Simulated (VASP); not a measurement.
# Se (Fd-3m) in VASP: single point with LDA

Aim: the single point of Se with LDA.

Program: VASP 6.6.1. These are calculated values, not measurements. Logs are shortened: lines on timing, memory, paths and dates and some standing lists are left out, and cuts for length are marked.

## Step 1: The cell of the first run

The structure is cubic, space group Fd-3m (No. 227). The conventional cell has a = 6.251 Å, b = 6.251 Å, c = 6.251 Å, α = 90.00°, β = 90.00°, γ = 90.00°. Within 3.6 Å of Se (site symmetry -43m) lie 4 Se at 2.71 Å.

This isn't the form of Se at room conditions, which is trigonal, of chains.

## Step 2: Single point, LDA

File INCAR:

```
SYSTEM = Se
PREC     = Accurate       ! precision mode
ENCUT    = 500            ! plane-wave cutoff, eV
EDIFF    = 1E-6           ! SCF threshold, eV
ISMEAR   = -1             ! smearing method
SIGMA    = 0.05           ! smearing width, eV
LREAL    = .FALSE.        ! projectors in reciprocal space
LASPH    = .TRUE.         ! aspherical terms in the spheres
NELM     = 120            ! most SCF steps
ALGO     = Normal         ! electronic algorithm
ISIF     = 2              ! what is computed and relaxed
LWAVE    = .FALSE.        ! write WAVECAR
LCHARG   = .TRUE.         ! write CHGCAR
LELF     = .TRUE.         ! ELF
LVHAR    = .TRUE.       
NBANDS   = 13             ! bands
GGA_COMPAT= .FALSE.
```

File KPOINTS:

```
regular mesh
0
G
  4 4 4
  0 0 0
```

File POSCAR:

```
Se
1.0
    0.0000000000      3.1255700000      3.1255700000
    3.1255700000      0.0000000000      3.1255700000
    3.1255700000      3.1255700000      0.0000000000
Se
2
Direct
    0.5000000000      0.5000000000      0.5000000000
    0.7500000000      0.7500000000      0.7500000000
```

Potentials or basis: VASP PAW LDA potentials, release 64 (Se).

Run with:

```
> cat potpaw_LDA.64/Se/POTCAR > POTCAR
> mpirun -np 1 vasp_std > vasp.out
```

OUTCAR:

```text
SYSTEM = Se
   PREC = Accurate
   ENCUT = 500
   EDIFF = 1E-6
   ISMEAR = -1
   LREAL = .FALSE.
   LASPH = .TRUE.
   NELM = 120
   ISIF = 2

 ion  position               nearest neighbor table
   1  0.500  0.500  0.500-   2 2.71   2 2.71   2 2.71   2 2.71
   2  0.750  0.750  0.750-   1 2.71   1 2.71   1 2.71   1 2.71

  LATTYP: Found a face centered cubic cell.
 ALAT       =     6.2511400000

  Lattice vectors:

 A1 = (   0.0000000000,   3.1255700000,   3.1255700000)
 A2 = (   3.1255700000,   0.0000000000,   3.1255700000)
 A3 = (   3.1255700000,   3.1255700000,   0.0000000000)

Analysis of symmetry for initial positions (statically):
=====================================================================
 Subroutine PRICEL returns:
 Original cell was already a primitive cell.

 Routine SETGRP: Setting up the symmetry group for a
 face centered cubic supercell.

 Subroutine GETGRP returns: Found 48 space group operations
 (whereof 24 operations were pure point group operations)
 out of a pool of 48 trial point group operations.

The static configuration has the point symmetry T_d .
 The point group associated with its full space group is O_h .

Analysis of symmetry for dynamics (positions and initial velocities):
=====================================================================
 Subroutine PRICEL returns:
 Original cell was already a primitive cell.

 Routine SETGRP: Setting up the symmetry group for a
 face centered cubic supercell.

 Subroutine GETGRP returns: Found 48 space group operations
 (whereof 24 operations were pure point group operations)
 out of a pool of 48 trial point group operations.

The dynamic configuration has the point symmetry T_d .
 The point group associated with its full space group is O_h .

 Subroutine INISYM returns: Found 48 space group operations
 (whereof 24 operations are pure point group operations),
 and found     1 'primitive' translations

----------------------------------------------------------------------------------------

                                     Primitive cell

  volume of cell :      61.0686

  direct lattice vectors                    reciprocal lattice vectors
     0.000000000  3.125570000  3.125570000    -0.159970821  0.159970821  0.159970821
     3.125570000  0.000000000  3.125570000     0.159970821 -0.159970821  0.159970821
     3.125570000  3.125570000  0.000000000     0.159970821  0.159970821 -0.159970821

  length of vectors
[... 72 lines left out ...]
   ISYM   =      2    0-nonsym 1-usesym 2-fastsym
   POTIM  = 0.5000    time-step for ionic-motion
   TEBEG  =    0.0;   TEEND  =   0.0 temperature during run
   PSTRESS=    0.0 pullay stress
   NELECT =      12.0000    total number of electrons
   NUPDOWN=      -1.0000    fix difference up-down
   EMIN   =  10.00;   EMAX   =-10.00  energy-range for DOS
   EFERMI =   0.00;   METHOD = LEGACY
   ISMEAR =    -1;   SIGMA  =   0.05  broadening in eV -4-tet -1-fermi 0-gaus
   EFERMI_NEDOS =   21; number of points for ismear=-14 and -15
   IALGO  =     38    algorithm
   IMIX   =      4    mixing-type and parameters
     AMIX     =   0.40;   BMIX     =  1.00
     AMIX_MAG =   1.60;   BMIX_MAG =  1.00
  volume/ion in A,a.u.               =      30.53       206.06
  Fermi-wavevector in a.u.,A,eV,Ry     =   0.951764  1.798573 12.324906  0.905855
  Thomas-Fermi vector in A             =   2.080265
   LORBIT       =      0    0 simple, 1 ext, 2 COOP (PROOUT), +10 PAW based schemes
   GGA     = CA    functional components
   LHFCALC =     F    Hartree Fock is set to
   AEXX    =    0.0000 exact exchange contribution
   IVDW    =     0    specifies the selected vdW correction
   LEPSILON=     F    determine dielectric tensor
   LRPA    =     F    only Hartree local field effects (RPA)
 non-spin polarized calculation
  energy-cutoff  :      500.00
  volume of cell :       61.07
 maximum number of plane-waves:      1572
   NGX = 17   NGY = 17   NGZ = 17

 number of electron      12.0000001 magnetization

 Free energy of the ion-electron system (eV)
  ---------------------------------------------------
  ext. energy  EPLUGINS =         0.00000000
  ---------------------------------------------------
  free energy    TOTEN  =        -7.12989115 eV

  energy without entropy =       -7.10994651  energy(sigma->0) =       -7.11991883

 E-fermi :   2.3080     XC(G=0):  -8.6571

 val. band max:        2.1330040228   @ k =   0.2500   0.0000   0.0000
 cond. band min:       2.3106161419   @ k =  -0.2500   0.2500   0.0000
 fundamental gap:      0.1776121191
 Fermi energy:         2.3080014048

 k-point     1 :       0.0000    0.0000    0.0000
  band No.  band energies     occupation
      1     -13.1947      2.00000
      2      -7.8776      2.00000
      3      -1.2042      2.00000
      4      -1.2042      2.00000
      5      -1.2042      2.00000
      6       1.4915      2.00000
      7       1.4915      2.00000
      8       1.4915      2.00000
      9       6.3748      0.00000
     10       9.8950      0.00000
     11       9.8950      0.00000
     12      11.7069      0.00000
     13      11.7069      0.00000
[... 98 lines left out ...]
  band No.  band energies     occupation
      1     -11.0941      2.00000
      2     -11.0941      2.00000
      3      -2.9826      2.00000
      4      -2.9826      2.00000
      5       1.1271      2.00000
      6       1.1271      2.00000
      7       3.7653      0.00000
      8       3.7653      0.00000
      9       8.1213      0.00000
     10       8.1213      0.00000
     11      11.6826      0.00000
     12      11.6826      0.00000
     13      15.2467      0.00000

------------------------ aborting loop because EDIFF is reached ----------------------------------------

  FORCE on cell =-STRESS in cart. coord.  units (eV):
  Direction    XX          YY          ZZ          XY          YZ          ZX
  --------------------------------------------------------------------------------------
  -------------------------------------------------------------------------------------
  Total       -0.5055204     -0.5055204     -0.5055204      0.0000000     -0.0000000     -0.0000000
  in kB      -13.2626886    -13.2626886    -13.2626886      0.0000000     -0.0000000     -0.0000000
  external PRESSURE =     -13.2626886 kB  Pullay stress =       0.0000000 kB

 VOLUME and BASIS-vectors are now :
 -----------------------------------------------------------------------------
  energy-cutoff  :      500.00
  volume of cell :       61.07
      direct lattice vectors                 reciprocal lattice vectors
     0.000000000  3.125570000  3.125570000    -0.159970821  0.159970821  0.159970821
     3.125570000  0.000000000  3.125570000     0.159970821 -0.159970821  0.159970821
     3.125570000  3.125570000  0.000000000     0.159970821  0.159970821 -0.159970821

 POSITION                                       TOTAL-FORCE (eV/Angst)
 -----------------------------------------------------------------------------------
      3.12557      3.12557      3.12557        -0.000000     -0.000000     -0.000000
      4.68836      4.68836      4.68836         0.000000      0.000000      0.000000
 -----------------------------------------------------------------------------------
    total drift:                               -0.000000     -0.000000      0.000000

  FREE ENERGIE OF THE ION-ELECTRON SYSTEM (eV)
  ---------------------------------------------------
  free  energy   TOTEN  =        -7.1298911451 eV

  energy  without entropy=       -7.1099465114  energy(sigma->0) =       -7.11991883
```

It took 2.5 s on 1 thread of Intel Xeon 6975P-C (Granite Rapids), shared host; peak memory 0.14 GiB.

Results:

```
Free energy            : -7.1299 eV
Pressure               : -1.3 GPa
Band gap on the k mesh : zero (bands 6 and 7 overlap by 1.09 eV)
```

Levels at points of the mesh, in eV from the Fermi level:
| k point | band 4 | band 5 | band 6 | band 7 | band 8 | band 9 |
| --- | --- | --- | --- | --- | --- | --- |
| (0.00, 0.00, 0.00) | -3.51 | -3.51 | -0.82 | -0.82 | -0.82 | 4.07 |
| (0.50, 0.00, 0.00) | -4.24 | -4.24 | 0.28 | 0.28 | 1.76 | 6.61 |
| (0.50, 0.50, 0.00) | -5.04 | -2.04 | -2.04 | 2.24 | 2.24 | 6.05 |

Caveat: the k points lie up to 0.44 Å⁻¹ apart, too coarse for converged energies and pressures of a metal.
